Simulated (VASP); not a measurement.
# Au (Pm-3m) in VASP: notebook, part 3 of 3

VASP 6.6.1. Earlier steps stand in the parts before.

### Step 4. Single point, PBE+D3(BJ)

This run uses another cell than the first one, of 20.16 Å³/atom, 0.971 times its volume.

Input file INCAR:

```
  PREC = Accurate
  ENCUT = 520
  EDIFF = 1E-6
  ISMEAR = -1
  SIGMA = 0.05
  LREAL = False
  LASPH = True
  NELM = 100
  ALGO = Normal
  ISIF = 2
  LWAVE = False
  LCHARG = False
  GGA = PE
  IVDW = 12
  NBANDS = 12
```

Input file KPOINTS:

```
regular mesh
0
Gamma
  10 10 10
```

Input file POSCAR:

```
Au
1.0
    2.7214880101      0.0000000000      0.0000000000
    0.0000000000      2.7214880101      0.0000000000
    0.0000000000      0.0000000000      2.7214880101
Au
1
Direct
    0.5000000000      0.5000000000      0.5000000000
```

Potentials or basis: VASP PAW PBE potentials, release 64 (Au).

Run with:

```bash
$ cat potpaw_PBE.64/Au/POTCAR > POTCAR
$ mpirun -np 1 vasp_std > vasp.out
```

OUTCAR:

```text
PREC = Accurate
   ENCUT = 520
   EDIFF = 1E-6
   ISMEAR = -1
   LREAL = False
   LASPH = True
   NELM = 100
   ISIF = 2
   GGA = PE
   IVDW = 12
 IVDW          = 12

 ion  position               nearest neighbor table
   1  0.500  0.500  0.500-

  LATTYP: Found a simple cubic cell.
 ALAT       =     2.7214880101

  Lattice vectors:

 A1 = (   2.7214880101,   0.0000000000,   0.0000000000)
 A2 = (   0.0000000000,   2.7214880101,   0.0000000000)
 A3 = (   0.0000000000,   0.0000000000,   2.7214880101)

Analysis of symmetry for initial positions (statically):
=====================================================================
 Subroutine PRICEL returns:
 Original cell was already a primitive cell.

 Routine SETGRP: Setting up the symmetry group for a
 simple cubic supercell.

 Subroutine GETGRP returns: Found 48 space group operations
[... 9 lines left out ...]

 Routine SETGRP: Setting up the symmetry group for a
 simple cubic supercell.

 Subroutine GETGRP returns: Found 48 space group operations
[... 11 lines left out ...]
                                     Primitive cell

  volume of cell :      20.1567

  direct lattice vectors                    reciprocal lattice vectors
     2.721488010  0.000000000  0.000000000     0.367446043  0.000000000  0.000000000
     0.000000000  2.721488010  0.000000000     0.000000000  0.367446043  0.000000000
     0.000000000  0.000000000  2.721488010     0.000000000  0.000000000  0.367446043

  length of vectors
     2.721488010  2.721488010  2.721488010     0.367446043  0.367446043  0.367446043

  position of ions in fractional coordinates (direct lattice)
     0.500000000  0.500000000  0.500000000

  ion indices of the primitive-cell ions
   primitive index   ion index
                 1           1

[... 88 lines left out ...]
   IALGO  =     38    algorithm
   IMIX   =      4    mixing-type and parameters
     AMIX     =   0.40;   BMIX     =  1.00
     AMIX_MAG =   1.60;   BMIX_MAG =  1.00
  volume/ion in A,a.u.               =      20.16       136.02
  Fermi-wavevector in a.u.,A,eV,Ry     =   1.337825  2.528123 24.351376  1.789776
  Thomas-Fermi vector in A             =   2.466343
   LORBIT       =      0    0 simple, 1 ext, 2 COOP (PROOUT), +10 PAW based schemes
   GGA     = PE    functional components
   LHFCALC =     F    Hartree Fock is set to
   AEXX    =    0.0000 exact exchange contribution
   IVDW    =    12    specifies the selected vdW correction
   LEPSILON=     F    determine dielectric tensor
   LRPA    =     F    only Hartree local field effects (RPA)
 non-spin polarized calculation
  energy-cutoff  :      520.00
  volume of cell :       20.16
 maximum number of plane-waves:       554
   NGX = 11   NGY = 11   NGZ = 11

 number of electron      10.9999996 magnetization

 Free energy of the ion-electron system (eV)
  ---------------------------------------------------
  ext. energy  EPLUGINS =         0.00000000
  ---------------------------------------------------
  free energy    TOTEN  =        -3.00633217 eV

  energy without entropy =       -3.00271690  energy(sigma->0) =       -3.00452453

 E-fermi :   6.6609     XC(G=0): -11.5920

 val. band max:        6.5556070479   @ k =   0.4000   0.3000   0.0000
 cond. band min:       6.7275811108   @ k =   0.5000   0.1000   0.0000
 fundamental gap:      0.1719740629
 Fermi energy:         6.6608936877

 k-point     1 :       0.0000    0.0000    0.0000
  band No.  band energies     occupation
      1      -1.3269      2.00000
      2       0.8653      2.00000
      3       0.8653      2.00000
      4       5.2333      2.00000
      5       5.2333      2.00000
      6       5.2333      2.00000
      7      20.6704      0.00000
      8      20.6704      0.00000
      9      20.6704      0.00000
     10      25.6244      0.00000
     11      28.0919      0.00000
     12      28.0919      0.00000
[... 331 lines left out ...]
 k-point    24 :       0.3000    0.1000    0.1000
  band No.  band energies     occupation
      1       0.6777      2.00000
      2       1.4439      2.00000
      3       2.8860      2.00000
      4       4.0069      2.00000
      5       4.3196      2.00000
      6       5.0135      2.00000
      7      13.6653      0.00000
      8      21.3837      0.00000
      9      22.0669      0.00000
     10      25.7684      0.00000
     11      28.5005      0.00000
     12      31.0822      0.00000

 [... further k-points ...]

------------------------ aborting loop because EDIFF is reached ----------------------------------------

 Edisp (eV)   -0.56689

 E8    (eV) :    -0.2567

  FORCE on cell =-STRESS in cart. coord.  units (eV):
  Direction    XX          YY          ZZ          XY          YZ          ZX
  --------------------------------------------------------------------------------------
  -------------------------------------------------------------------------------------
  Total      -0.13934    -0.13934    -0.13934     0.00000     0.00000     0.00000
  in kB     -11.07597   -11.07597   -11.07597     0.00000     0.00000     0.00000
  external pressure =      -11.08 kB  Pullay stress =        0.00 kB

 VOLUME and BASIS-vectors are now :
 -----------------------------------------------------------------------------
  energy-cutoff  :      520.00
  volume of cell :       20.16
      direct lattice vectors                 reciprocal lattice vectors
     2.721488010  0.000000000  0.000000000     0.367446043  0.000000000  0.000000000
     0.000000000  2.721488010  0.000000000     0.000000000  0.367446043  0.000000000
     0.000000000  0.000000000  2.721488010     0.000000000  0.000000000  0.367446043

 POSITION                                       TOTAL-FORCE (eV/Angst)
 -----------------------------------------------------------------------------------
      1.36074      1.36074      1.36074         0.000000      0.000000      0.000000
 -----------------------------------------------------------------------------------
    total drift:                                0.000000      0.000000     -0.000000

  FREE ENERGIE OF THE ION-ELECTRON SYSTEM (eV)
  ---------------------------------------------------
  free  energy   TOTEN  =        -3.5732181133 eV

  energy  without entropy=       -3.5696028371  energy(sigma->0) =       -3.57141048
```

OSZICAR:

```text
N       E                     dE             d eps       ncg     rms          rms(c)
DAV:   1     0.491209636338E+02    0.49121E+02   -0.56287E+03  1352   0.819E+02
DAV:   2    -0.266815380629E+01   -0.51789E+02   -0.49793E+02  1548   0.181E+02
DAV:   3    -0.329000647387E+01   -0.62185E+00   -0.62004E+00  1604   0.197E+01
DAV:   4    -0.329240721695E+01   -0.24007E-02   -0.24006E-02  1512   0.136E+00
DAV:   5    -0.329242996089E+01   -0.22744E-04   -0.22743E-04  1592   0.133E-01    0.698E+00
DAV:   6    -0.301836125989E+01    0.27407E+00   -0.86895E-01  1416   0.713E+00    0.486E+00
DAV:   7    -0.300867971136E+01    0.96815E-02   -0.19101E-02  1536   0.112E+00    0.268E+00
DAV:   8    -0.300632362588E+01    0.23561E-02   -0.98447E-04  1516   0.237E-01    0.117E-01
DAV:   9    -0.300632623350E+01   -0.26076E-05   -0.10406E-05  1528   0.241E-02    0.163E-02
DAV:  10    -0.300633234001E+01   -0.61065E-05   -0.32877E-06  1508   0.164E-02    0.409E-03
DAV:  11    -0.300633217148E+01    0.16853E-06   -0.30883E-08   760   0.113E-03
   1 F= -.35732181E+01 E0= -.35714105E+01  d E =-.361528E-02
```

It took 7.1 s on 1 thread of Intel Xeon Platinum 8259CL at 2.50GHz (Skylake/Cascade Lake), shared host; peak memory 0.14 GiB.

What came out:

```yaml
Free_energy: -3.5732 eV
Pressure: -1.1 GPa
Dispersion_energy_per_atom: -0.567 eV
```

Levels at points of the mesh, in eV from the Fermi level:
```csv
k point,band 3,band 4,band 5,band 6,band 7,band 8
"(0.00, 0.00, 0.00)",-5.80,-1.43,-1.43,-1.43,14.01,14.01
"(0.50, 0.00, 0.00)",-2.93,-2.93,-1.29,-0.54,2.18,16.38
"(0.50, 0.50, 0.00)",-2.66,-2.66,-0.23,3.84,3.84,6.67
"(0.50, 0.50, 0.50)",-5.05,-0.13,-0.13,8.56,8.56,8.56
```

Caveat: three body term missing; spin-orbit coupling is left out, which moves the levels of the heavy elements; pairwise dispersion overbinds metals, which lowers pressure and volume.

### Step 5. Summary

```csv
level,cell,k mesh,grid for exact exchange (PRECFOCK),gap on the mesh (eV),pressure (GPa)
r2SCANh,"a = 2.748 Å, 1 atom",5 × 5 × 5,Normal,none,-2.4
PBE+D3(BJ),"a = 2.714 Å, 1 atom",10 × 10 × 10,-,none,-0.2
PBE+D3(BJ),"a = 2.721 Å, 1 atom",10 × 10 × 10,-,none,-1.1
```

Alike in all rows: task single point; potentials or basis VASP PAW PBE potentials, release 64 (Au); no spin polarisation; cutoff (eV) 520; smearing fermi-dirac 0.05 eV.

Caveats: some runs use coarse meshes; spin-orbit coupling is left out, which moves the levels of the heavy elements; pairwise dispersion overbinds metals, which lowers pressure and volume (some runs); the PAW data sets were made with another functional, which shifts forces and pressure a little (some runs); three body term missing (some runs).

Total energies depend on the potentials used, so only differences within one code and one set of settings carry meaning.
